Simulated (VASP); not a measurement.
Input of a VASP 6.6.1 run:

The input INCAR:

```
PREC = Accurate
ENCUT = 520
EDIFF = 1E-7
ISMEAR = -1
SIGMA = 0.05
LREAL = False
LASPH = True
NELM = 150
ALGO = Normal
ISIF = 2
LWAVE = False
LCHARG = True
ISPIN = 2
MAGMOM = 0 0 0.28 0.28 0.28 0.28 0 0 0 0
LORBIT = 11
LMAXMIX = 4
GGA = PS
LELF = True
LVHAR = True
NBANDS = 56
NELECT = 81.0
```

Contents of KPOINTS:

```
Automatic mesh
0
Gamma
  2 2 2
  0.5 0.5 0.5
```

Contents of POSCAR:

```
BaZrO2F
1.0
    8.3619610000      0.0000000000      0.0000000000
    0.0000000000      4.1809800000      0.0000000000
    0.0000000000      0.0000000000      4.1809800000
Ba Zr F O
2 2 2 4
Direct
    0.9632320000      0.9854780000      0.0233950000
    0.5040610000      0.9770770000      0.9849450000
    0.2563220000      0.4770630000      0.4913050000
    0.7531650000      0.4919550000      0.5015020000
    0.2471930000      0.4854760000      0.9716950000
    0.4927470000      0.4816580000      0.5121800000
    0.7579270000      0.5055210000      0.9685750000
    0.9926430000      0.5022360000      0.5129840000
    0.2419320000      0.9689400000      0.4816440000
    0.7572370000      0.0314780000      0.4601660000
```

Potentials or basis: VASP PAW PBE potentials, release 64 (Ba_sv, Zr_sv, F, O).

Launch:

```bash
$ cat potpaw_PBE.64/Ba_sv/POTCAR potpaw_PBE.64/Zr_sv/POTCAR potpaw_PBE.64/F/POTCAR potpaw_PBE.64/O/POTCAR > POTCAR
$ mpirun -np 1 vasp_std > vasp.out
```

(1) Estimate the site moments.

(2) What does it give for the net moment?

(3) Predict the largest force.

Answers

(1) Ba +0.01, +0.09; Zr +0.46, +0.12; F +0.02, +0.01; O +0.01, -0.01, -0.00 (each value once) μB.

(2) 1.00 μB per cell.

(3) 6.640 eV/Å.

Caveat: the k points lie up to 0.75 Å⁻¹ apart; the cell carries a net charge on a neutralising background, which shifts energy and pressure; the PAW data sets were made with another functional, which shifts forces and pressure a little.
